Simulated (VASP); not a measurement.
HfPdSe2, 4 atoms in the cell. Symmetry: P4/mmm, No. 123, tetragonal system. Conventional cell: a = 3.763 Å, b = 3.763 Å, c = 5.852 Å, α = 90.00°, β = 90.00°, γ = 90.00°. Within 3.5 Å of Hf (site symmetry 4/mmm) lie 4 Se at 2.66 Å and 2 Pd at 2.93 Å. Pd (site symmetry 4/mmm) has 4 Se at 2.66 Å and 2 Hf at 2.93 Å within 3.5 Å. Se (site symmetry 4/mmm) has 4 Hf at 2.66 Å and 2 Se at 2.93 Å within 3.5 Å. Se (site symmetry 4/mmm) has 4 Pd at 2.66 Å and 2 Se at 2.93 Å within 3.5 Å. The cell was built from a structure type or drawn by symmetry, and may not be a known phase.

```yaml
Program: VASP 6.6.1
Task: single point
Functional: PBE
Potentials_or_basis: VASP PAW PBE potentials, release 64 (Hf_pv, Pd, Se)
Cutoff: 520 eV
k_mesh: 4 × 4 × 4
Occupations: gaussian, width 0.1 eV
Spin: no spin polarisation
Dipole_correction: no
Further_INCAR_settings: ALGO = Normal; EDIFF = 1e-06; NBANDS = 24
```

Potentials or basis: VASP PAW PBE potentials, release 64 (Hf_pv, Pd, Se).

Launch:

```console
$ cat potpaw_PBE.64/Hf_pv/POTCAR potpaw_PBE.64/Pd/POTCAR potpaw_PBE.64/Se/POTCAR > POTCAR
$ mpirun -np 1 vasp_std > vasp.out
```

Hardware: 1 thread of Intel(R) Xeon(R) 6975P-C (Granite Rapids), on a shared host.

Question: How long does it take, and how much memory?

Answer: Wall time 18 s on 1 thread of Intel(R) Xeon(R) 6975P-C (Granite Rapids), on a shared host, peak memory 0.2 GiB. Counts: scf iterations 14, k points 18.
